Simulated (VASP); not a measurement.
A run of VASP 6.6.1:

The input INCAR:

```
SYSTEM = CuMo
  ALGO = Fast
  EDIFF = 1E-6
  ENCUT = 520
  GGA = PE
  ISIF = 2
  ISMEAR = 0
  LASPH = .TRUE.
  LCHARG = .FALSE.
  LREAL = .FALSE.
  LWAVE = .FALSE.
  NBANDS = 20
  NELM = 80
  PREC = Accurate
  SIGMA = 0.1
```

KPOINTS

```
k-points
0
G
  6 6 4
  0 0 0
```

File POSCAR:

```
CuMo
1.0
    2.8362955100      0.0000000000      0.0000000000
    0.0000000000      2.8362955100      0.0000000000
    0.0000000000      0.0000000000      3.9862893400
Cu Mo
1 1
Direct
    0.0000000000      0.0000000000      0.0000000000
    0.5000000000      0.5000000000      0.5000000000
```

Potentials or basis: VASP PAW PBE potentials, release 64 (Cu, Mo_sv).

Launch:

```bash
$ cat potpaw_PBE.64/Cu/POTCAR potpaw_PBE.64/Mo_sv/POTCAR > POTCAR
$ mpirun -np 1 vasp_std > vasp.out
```

Hardware: 1 thread of Intel(R) Xeon(R) 6975P-C (Granite Rapids), on a shared host.

**Question.** Estimate the wall time of this run.

**Answer.** Wall time 10 s on 1 thread of Intel(R) Xeon(R) 6975P-C (Granite Rapids) (shared host), peak memory 0.14 GiB. Counts: scf iterations 17, k points 30.
